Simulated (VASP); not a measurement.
Here is a VASP 6.6.1 calculation.

INCAR

```
ALGO     = Fast           # electronic algorithm
EDIFF    = 1E-6           # SCF threshold, eV
ENCUT    = 520            # plane-wave cutoff, eV
GGA      = PS             # functional
ISIF     = 2              # what is computed and relaxed
ISMEAR   = 0              # smearing method
LASPH    = True           # aspherical terms in the spheres
LCHARG   = False          # write CHGCAR
LREAL    = False          # projectors in reciprocal space
LWAVE    = False          # write WAVECAR
NBANDS   = 13             # bands
NELM     = 100            # most SCF steps
PREC     = Accurate       # precision mode
SIGMA    = 0.15           # smearing width, eV
```

KPOINTS

```
k-points
0
Gamma
  18 18 18
```

POSCAR

```
Sn
1.0
   -1.8188657464      1.8188657464      1.8188657464
    1.8188657464     -1.8188657464      1.8188657464
    1.8188657464      1.8188657464     -1.8188657464
Sn
1
Direct
    0.0000000000      0.0000000000      0.0000000000
```

Potentials or basis: VASP PAW PBE potentials, release 64 (Sn_d).

Run with:

```sh
$ cat potpaw_PBE.64/Sn_d/POTCAR > POTCAR
$ mpirun -np 1 vasp_std > vasp.out
```

Problem. Predict the band gap on the k mesh.

Solution. Zero (band 7 reaches 18.63 eV, above the bottom of band 8 at 6.60 eV).

Problem. Predict the pressure.

Solution. 5.7 GPa.

Caveat: the cell differs from its parent crystal (strain -0.040 along x and y, -0.040 along z); the PAW data sets were made with another functional, which shifts forces and pressure a little; spin-orbit coupling is left out, which moves the levels of the heavy elements.
